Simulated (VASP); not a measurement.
The system is Eu.

```
Eu
1.0
    -2.05443    2.05443    2.05443
     2.05443   -2.05443    2.05443
     2.05443    2.05443   -2.05443
Eu
1
Direct
  0.00000 0.00000 0.00000
```

Base run:

* Program: VASP 6.6.1
* Functional: LDA
* Potentials or basis: VASP PAW PBE potentials, release 64 (Eu)
* Cutoff: 520 eV
* k mesh: 11 × 11 × 11
* Occupations: gaussian, width 1 eV
* Spin: collinear spin, ferromagnetic start
* Starting moments: [6.925] μB

Its results: pressure 0.3 GPa; net moment 7.13 μB per cell; site moments Eu +6.57 μB.

Q: The run is repeated on the same cell with these changes: occupations from gaussian, width 1 eV to gaussian, width 0.03 eV. What comes out?

A: Pressure -0.4 GPa; net moment 7.09 μB per cell; site moments Eu +6.63 μB.

Caveats: the PAW data sets were made with another functional, which shifts forces and pressure a little; so wide a smearing shifts energies and pressures (at least some runs).
